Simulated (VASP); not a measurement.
# Li2Pd (P6/mmm) in VASP: notebook, part 2 of 3

VASP 6.6.1.

## 4. Electric field gradients, LDA (13.81 Å³/atom)

This run uses another cell than the first one, of 13.81 Å³/atom.

INCAR reads:

```
ALGO = Normal
EDIFF = 1E-8
ENCUT = 520
GGA = CA
ISIF = 2
ISMEAR = -1
LASPH = True
LCHARG = False
LEFG = True
LREAL = False
LWAVE = False
NBANDS = 15
NELM = 80
PREC = Accurate
SIGMA = 0.08
```

KPOINTS reads:

```
k-points
0
Gamma
  11 11 15
```

POSCAR reads:

```
Li2Pd
1.0
    4.1983322143      0.0000000000      0.0000000000
   -2.0991661072      3.6358623512      0.0000000000
    0.0000000000      0.0000000000      2.7135645482
Li Pd
2 1
Direct
    0.3333333333      0.6666666667      0.5000000000
    0.6666666667      0.3333333333      0.5000000000
    0.0000000000      0.0000000000      0.0000000000
```

Potentials or basis: VASP PAW LDA potentials, release 64 (Li_sv, Pd).

On the command line:

```bash
$ cat potpaw_LDA.64/Li_sv/POTCAR potpaw_LDA.64/Pd/POTCAR > POTCAR
$ mpirun -np 1 vasp_std > vasp.out
```

OUTCAR:

```text
EDIFF = 1E-8
   ENCUT = 520
   GGA = CA
   ISIF = 2
   ISMEAR = -1
   LASPH = True
   LREAL = False
   NELM = 80
   PREC = Accurate

 ion  position               nearest neighbor table
   1  0.333  0.667  0.500-   2 2.42   2 2.42   2 2.42   3 2.78   3 2.78   3 2.78   3 2.78   3 2.78
                             3 2.78
   2  0.667  0.333  0.500-   1 2.42   1 2.42   1 2.42   3 2.78   3 2.78   3 2.78   3 2.78   3 2.78
                             3 2.78
   3  0.000  0.000  0.000-   1 2.78   2 2.78   1 2.78   2 2.78   2 2.78   2 2.78   1 2.78   1 2.78
                             2 2.78   2 2.78   1 2.78   1 2.78

  LATTYP: Found a hexagonal cell.
 ALAT       =     4.1983322143
 C/A-ratio  =     0.6463434549

  Lattice vectors:

 A1 = (   4.1983322143,   0.0000000000,   0.0000000000)
 A2 = (  -2.0991661072,   3.6358623512,   0.0000000000)
 A3 = (   0.0000000000,   0.0000000000,   2.7135645482)

Analysis of symmetry for initial positions (statically):
=====================================================================
 Subroutine PRICEL returns:
 Original cell was already a primitive cell.

[... 632 lines left out ...]
 -----------------------------------------------------------------------------------
     -0.00000      2.42391      1.35678         0.000000     -0.000000      0.000000
      2.09917      1.21195      1.35678        -0.000000      0.000000     -0.000000
      0.00000      0.00000      0.00000         0.000000     -0.000000      0.000000
 -----------------------------------------------------------------------------------
    total drift:                                0.000000     -0.000000     -0.000000

  FREE ENERGIE OF THE ION-ELECTRON SYSTEM (eV)
  ---------------------------------------------------
  free  energy   TOTEN  =       -11.6709807349 eV

  energy  without entropy=      -11.6564402188  energy(sigma->0) =      -11.66371048

 Electric field gradients (V/A^2)
---------------------------------------------------------------------
 ion       V_xx      V_yy      V_zz      V_xy      V_xz      V_yz
---------------------------------------------------------------------
   1      -0.013    -0.015     0.028    -0.002     0.000    -0.000
   2      -0.013    -0.015     0.028    -0.002     0.000    -0.000
   3      42.517    42.517   -85.035     0.000    -0.000     0.000
---------------------------------------------------------------------

 Electric field gradients after diagonalization (V/A^2)
 (convention: |V_zz| > |V_xx| > |V_yy|)
----------------------------------------------------------------------
 ion       V_xx      V_yy      V_zz     asymmetry (V_yy - V_xx)/ V_zz
----------------------------------------------------------------------
   1      -0.017    -0.011     0.028       0.180
   2      -0.017    -0.011     0.028       0.180
   3      42.518    42.517   -85.035       0.000
----------------------------------------------------------------------

           NMR quadrupolar parameters

 Cq : quadrupolar parameter    Cq=e*Q*V_zz/h
 eta: asymmetry parameters     (V_yy - V_xx)/ V_zz
 Q  : nuclear electric quadrupole moment in mb (millibarn)
----------------------------------------------------------------------
 ion       Cq(MHz)       eta       Q (mb)
----------------------------------------------------------------------
   1       0.000       0.180       1.000
   2       0.000       0.180       1.000
   3      -0.206       0.000       1.000
----------------------------------------------------------------------
```

OSZICAR:

```text
N       E                     dE             d eps       ncg     rms          rms(c)
DAV:   1     0.779861190320E+02    0.77986E+02   -0.70320E+03  3840   0.109E+03
DAV:   2    -0.426418243300E+01   -0.82250E+02   -0.74623E+02  4624   0.243E+02
DAV:   3    -0.119434445315E+02   -0.76793E+01   -0.75086E+01  7373   0.489E+01
DAV:   4    -0.120577095413E+02   -0.11427E+00   -0.11407E+00  4337   0.847E+00
DAV:   5    -0.120595772331E+02   -0.18677E-02   -0.18675E-02  5576   0.849E-01    0.528E+00
DAV:   6    -0.118410103796E+02    0.21857E+00   -0.18447E+00  4337   0.131E+01    0.224E+00
DAV:   7    -0.116834049815E+02    0.15761E+00   -0.31174E-01  4232   0.556E+00    0.723E-01
DAV:   8    -0.116723608873E+02    0.11044E-01   -0.15656E-02  5629   0.781E-01    0.335E-01
DAV:   9    -0.116709565551E+02    0.14043E-02   -0.59211E-03  4988   0.683E-01    0.785E-02
DAV:  10    -0.116709840441E+02   -0.27489E-04   -0.14110E-04  4962   0.108E-01    0.176E-02
DAV:  11    -0.116709808231E+02    0.32210E-05   -0.19166E-05  5080   0.417E-02    0.344E-03
DAV:  12    -0.116709807273E+02    0.95735E-07   -0.61848E-07  5036   0.693E-03    0.349E-04
DAV:  13    -0.116709807349E+02   -0.75818E-08   -0.46381E-08  5184   0.139E-03
   1 F= -.11670981E+02 E0= -.11663710E+02  d E =-.145405E-01
```

It took 47 s on 1 thread of Intel Xeon Platinum 8124M at 3.00GHz (Skylake/Cascade Lake), shared host; peak memory 0.2 GiB.

Results:

| Item | Value |
| --- | --- |
| Free energy | -11.6710 eV |
| Band gap on the k mesh | zero (bands 8 and 9 overlap by 2.31 eV) |
| Largest electric field gradient by atom | Li +0.0; Pd -85.0 V/Å² |

Electric field gradients, principal values (V/Å²):
| atom | least | middle | greatest (by size) |
| --- | --- | --- | --- |
| 1 Li | -0.011 | -0.017 | 0.028 |
| 2 Li | -0.011 | -0.017 | 0.028 |
| 3 Pd | 42.517 | 42.518 | -85.035 |

Caveat: the cutoff is under 1.25 times the usual one of these potentials, so pressure, stress and relaxed cells hold a basis-set (Pulay) error; without QUAD_EFG the Cq values of the log hold for a quadrupole moment of 1 mb, not for the nuclei.

## 5. Electric field gradients, LDA (13.81 Å³/atom)

This run uses another cell than the first one, of 13.81 Å³/atom.

INCAR reads:

```
SYSTEM = Li2Pd
ALGO = Normal ; EDIFF = 1E-8
ENCUT = 520 ; ISIF = 2
ISMEAR = -1 ; LASPH = .TRUE.
LCHARG = .FALSE. ; LEFG = .TRUE.
LREAL = .FALSE. ; LWAVE = .FALSE.
NBANDS = 15 ; NELM = 100
PREC = Accurate ; SIGMA = 0.08
```

KPOINTS reads:

```
k-points
0
G
  11 11 15
  0 0 0
```

POSCAR is that of step 4.

Potentials or basis: VASP PAW LDA potentials, release 64 (Li_sv, Pd).

On the command line:

```bash
$ cat potpaw_LDA.64/Li_sv/POTCAR potpaw_LDA.64/Pd/POTCAR > POTCAR
$ mpirun -np 1 vasp_std > vasp.out
```

OUTCAR:

```text
SYSTEM = Li2Pd
   EDIFF = 1E-8
   ENCUT = 520
   ISIF = 2
   ISMEAR = -1
   LASPH = .TRUE.
   LREAL = .FALSE.
   NELM = 100
   PREC = Accurate

 ion  position               nearest neighbor table
   1  0.333  0.667  0.500-   2 2.42   2 2.42   2 2.42   3 2.78   3 2.78   3 2.78   3 2.78   3 2.78
                             3 2.78
   2  0.667  0.333  0.500-   1 2.42   1 2.42   1 2.42   3 2.78   3 2.78   3 2.78   3 2.78   3 2.78
                             3 2.78
   3  0.000  0.000  0.000-   1 2.78   2 2.78   1 2.78   2 2.78   2 2.78   2 2.78   1 2.78   1 2.78
                             2 2.78   2 2.78   1 2.78   1 2.78

  LATTYP: Found a hexagonal cell.
 ALAT       =     4.1983322143
 C/A-ratio  =     0.6463434549

  Lattice vectors:

 A1 = (   4.1983322143,   0.0000000000,   0.0000000000)
 A2 = (  -2.0991661072,   3.6358623512,   0.0000000000)
 A3 = (   0.0000000000,   0.0000000000,   2.7135645482)

Analysis of symmetry for initial positions (statically):
=====================================================================
 Subroutine PRICEL returns:
 Original cell was already a primitive cell.

 Routine SETGRP: Setting up the symmetry group for a
 hexagonal supercell.

 Subroutine GETGRP returns: Found 24 space group operations
 (whereof 24 operations were pure point group operations)
 out of a pool of 24 trial point group operations.

The static configuration has the point symmetry D_6h.

Analysis of symmetry for dynamics (positions and initial velocities):
=====================================================================
 Subroutine PRICEL returns:
 Original cell was already a primitive cell.

 Routine SETGRP: Setting up the symmetry group for a
 hexagonal supercell.

 Subroutine GETGRP returns: Found 24 space group operations
 (whereof 24 operations were pure point group operations)
 out of a pool of 24 trial point group operations.

The dynamic configuration has the point symmetry D_6h.

 Subroutine INISYM returns: Found 24 space group operations
 (whereof 24 operations are pure point group operations),
 and found     1 'primitive' translations

----------------------------------------------------------------------------------------

                                     Primitive cell

  volume of cell :      41.4214

  direct lattice vectors                    reciprocal lattice vectors
     4.198332214  0.000000000  0.000000000     0.238189821  0.137518957  0.000000000
    -2.099166107  3.635862351  0.000000000     0.000000000  0.275037915  0.000000000
     0.000000000  0.000000000  2.713564548     0.000000000  0.000000000  0.368518965

  length of vectors
     4.198332214  4.198332214  2.713564548     0.275037915  0.275037915  0.368518965

  position of ions in fractional coordinates (direct lattice)
     0.333333333  0.666666667  0.500000000
     0.666666667  0.333333333  0.500000000
     0.000000000  0.000000000  0.000000000

  ion indices of the primitive-cell ions
   primitive index   ion index
                 1           1
                 2           2
                 3           3

----------------------------------------------------------------------------------------

 KPOINTS: k-points

Automatic generation of k-mesh.
[... 89 lines left out ...]
  Thomas-Fermi vector in A             =   2.328309
   LORBIT       =      0    0 simple, 1 ext, 2 COOP (PROOUT), +10 PAW based schemes
   GGA     = CA    functional components
   LHFCALC =     F    Hartree Fock is set to
   AEXX    =    0.0000 exact exchange contribution
   IVDW    =     0    specifies the selected vdW correction
   LEPSILON=     F    determine dielectric tensor
   LRPA    =     F    only Hartree local field effects (RPA)
 non-spin polarized calculation
  energy-cutoff  :      520.00
  volume of cell :       41.42
 maximum number of plane-waves:      1144
 NGX is ok and might be reduce to    32
   NGX = 15   NGY = 15   NGZ = 11

 number of electron      15.9999993 magnetization

 Free energy of the ion-electron system (eV)
  ---------------------------------------------------
  ext. energy  EPLUGINS =         0.00000000
  ---------------------------------------------------
  free energy    TOTEN  =       -11.67098073 eV

  energy without entropy =      -11.65644022  energy(sigma->0) =      -11.66371048

 E-fermi :   4.5135     XC(G=0): -10.1800

 val. band max:        4.4656443152   @ k =   0.3636   0.2727   0.1333
 cond. band min:       4.5687118949   @ k =   0.3636   0.2727   0.0667
 fundamental gap:      0.1030675797
 Fermi energy:         4.5134547597

 k-point     1 :       0.0000    0.0000    0.0000
  band No.  band energies     occupation
      1     -40.3415      2.00000
      2     -40.2286      2.00000
      3      -0.6481      2.00000
      4       0.8386      2.00000
      5       1.5528      2.00000
      6       1.5528      2.00000
      7       3.4397      2.00000
      8       3.4397      2.00000
      9       8.7067      0.00000
     10       8.7067      0.00000
     11      10.1070      0.00000
     12      10.1070      0.00000
     13      13.7211      0.00000
     14      15.0252      0.00000
[... 401 lines left out ...]
      2     -40.2409      2.00000
      3      -0.1695      2.00000
      4       1.0456      2.00000
      5       1.5862      2.00000
      6       1.8980      2.00000
      7       3.2428      2.00000
      8       3.2758      2.00000
      9       6.0136      0.00000
     10       6.7736      0.00000
     11      11.7279      0.00000
     12      12.7109      0.00000
     13      14.9117      0.00000
     14      15.7046      0.00000
     15      17.4313      0.00000

 [... further k-points ...]
[... 5 lines left out ...]
  --------------------------------------------------------------------------------------
  -------------------------------------------------------------------------------------
  Total       -0.8066934     -0.8066934     -1.4979926      0.0000000     -0.0000000     -0.0000000
  in kB      -31.2028802    -31.2028802    -57.9423191      0.0000000     -0.0000000     -0.0000000
  external PRESSURE =     -40.1160265 kB  Pullay stress =       0.0000000 kB

 VOLUME and BASIS-vectors are now :
 -----------------------------------------------------------------------------
  energy-cutoff  :      520.00
  volume of cell :       41.42
      direct lattice vectors                 reciprocal lattice vectors
     4.198332214  0.000000000  0.000000000     0.238189821  0.137518957  0.000000000
    -2.099166107  3.635862351  0.000000000     0.000000000  0.275037915  0.000000000
     0.000000000  0.000000000  2.713564548     0.000000000  0.000000000  0.368518965

 POSITION                                       TOTAL-FORCE (eV/Angst)
 -----------------------------------------------------------------------------------
     -0.00000      2.42391      1.35678         0.000000     -0.000000      0.000000
      2.09917      1.21195      1.35678        -0.000000      0.000000     -0.000000
      0.00000      0.00000      0.00000         0.000000     -0.000000      0.000000
 -----------------------------------------------------------------------------------
    total drift:                                0.000000     -0.000000     -0.000000

  FREE ENERGIE OF THE ION-ELECTRON SYSTEM (eV)
  ---------------------------------------------------
  free  energy   TOTEN  =       -11.6709807349 eV

  energy  without entropy=      -11.6564402188  energy(sigma->0) =      -11.66371048

 Electric field gradients (V/A^2)
---------------------------------------------------------------------
 ion       V_xx      V_yy      V_zz      V_xy      V_xz      V_yz
---------------------------------------------------------------------
   1      -0.013    -0.015     0.028    -0.002     0.000    -0.000
   2      -0.013    -0.015     0.028    -0.002     0.000    -0.000
   3      42.517    42.517   -85.035     0.000    -0.000     0.000
---------------------------------------------------------------------

 Electric field gradients after diagonalization (V/A^2)
 (convention: |V_zz| > |V_xx| > |V_yy|)
----------------------------------------------------------------------
 ion       V_xx      V_yy      V_zz     asymmetry (V_yy - V_xx)/ V_zz
----------------------------------------------------------------------
   1      -0.017    -0.011     0.028       0.180
   2      -0.017    -0.011     0.028       0.180
   3      42.518    42.517   -85.035       0.000
----------------------------------------------------------------------

           NMR quadrupolar parameters

 Cq : quadrupolar parameter    Cq=e*Q*V_zz/h
 eta: asymmetry parameters     (V_yy - V_xx)/ V_zz
 Q  : nuclear electric quadrupole moment in mb (millibarn)
----------------------------------------------------------------------
 ion       Cq(MHz)       eta       Q (mb)
----------------------------------------------------------------------
   1       0.000       0.180       1.000
   2       0.000       0.180       1.000
   3      -0.206       0.000       1.000
----------------------------------------------------------------------
```

It took 46 s on 1 thread of Intel Xeon Platinum 8124M at 3.00GHz (Skylake/Cascade Lake), shared host; peak memory 0.2 GiB.

Results:

```
Free energy                             : -11.6710 eV
Band gap on the k mesh                  : zero (bands 8 and 9 overlap by 2.31 eV)
Largest electric field gradient by atom : Li +0.0; Pd -85.0 V/Å²
```

Electric field gradients, principal values (V/Å²):
| atom | least | middle | greatest (by size) |
| --- | --- | --- | --- |
| 1 Li | -0.011 | -0.017 | 0.028 |
| 2 Li | -0.011 | -0.017 | 0.028 |
| 3 Pd | 42.517 | 42.518 | -85.035 |

Caveat: the cutoff is under 1.25 times the usual one of these potentials, so pressure, stress and relaxed cells hold a basis-set (Pulay) error; without QUAD_EFG the Cq values of the log hold for a quadrupole moment of 1 mb, not for the nuclei.

(Part 2 of 3 ends here.)
